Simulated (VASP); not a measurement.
Crystal: LiF.

```
Li F
1.0
     0.00000    1.69060    1.69060
     1.69060    0.00000    1.69060
     1.69060    1.69060    0.00000
Li F
1 1
Direct
  0.00000 0.00000 0.00000
  0.50000 0.50000 0.50000
```

* Program: VASP 6.6.1
* Task: relaxation of cell and atoms
* Functional: PBE
* Potentials or basis: VASP PAW PBE potentials, release 64 (Li_sv, F)
* Cutoff: 600 eV
* k mesh: 12 × 12 × 12
* Occupations: fermi-dirac, width 0.02 eV
* Spin: no spin polarisation

At the start: pressure 120.4 GPa; volume 4.83 Å³/atom.

How do energy, volume and symmetry change on relaxing?

Over 18 steps the energy falls by 791.1 meV/atom and the volume is 7.82 Å³/atom (+61.9 %); space group Fm-3m (No. 225, to 0.05 Å).

The path:
```tsv
step	energy change (eV)	largest force (eV/Å)	pressure (GPa)	volume (Å³)
1	0.0000	0.0000	120.36	9.66
2	-1.5821	0.0000	-0.21	15.68
3	-1.5821	0.0000	0.12	15.64
4	-1.5821	0.0000	0.12	15.64
5	-1.5821	0.0000	0.12	15.64
6	-1.5821	0.0000	0.11	15.64
7	-1.5821	0.0000	0.11	15.64
8	-1.5821	0.0000	0.11	15.64
9	-1.5821	0.0000	0.11	15.64
10	-1.5821	0.0000	0.11	15.64
11	-1.5821	0.0000	0.11	15.64
12	-1.5821	0.0000	0.11	15.64
13	-1.5821	0.0000	0.11	15.64
14	-1.5821	0.0000	0.11	15.64
15	-1.5821	0.0000	0.11	15.64
16	-1.5821	0.0000	0.11	15.64
17	-1.5821	0.0000	0.10	15.64
18	-1.5821	0.0000	0.09	15.65
```

Final structure:
```
CELL_PARAMETERS angstrom
0.00000 1.98513 1.98513
1.98513 0.00000 1.98513
1.98513 1.98513 0.00000
ATOMIC_POSITIONS crystal
Li 0.00000 0.00000 0.00000
F 0.50000 0.50000 0.50000
```

Caveat: the cutoff is under 1.25 times the usual one of these potentials, so pressure, stress and relaxed cells hold a basis-set (Pulay) error; the volume moved by over 15 % at a fixed basis, so the end points are rough.
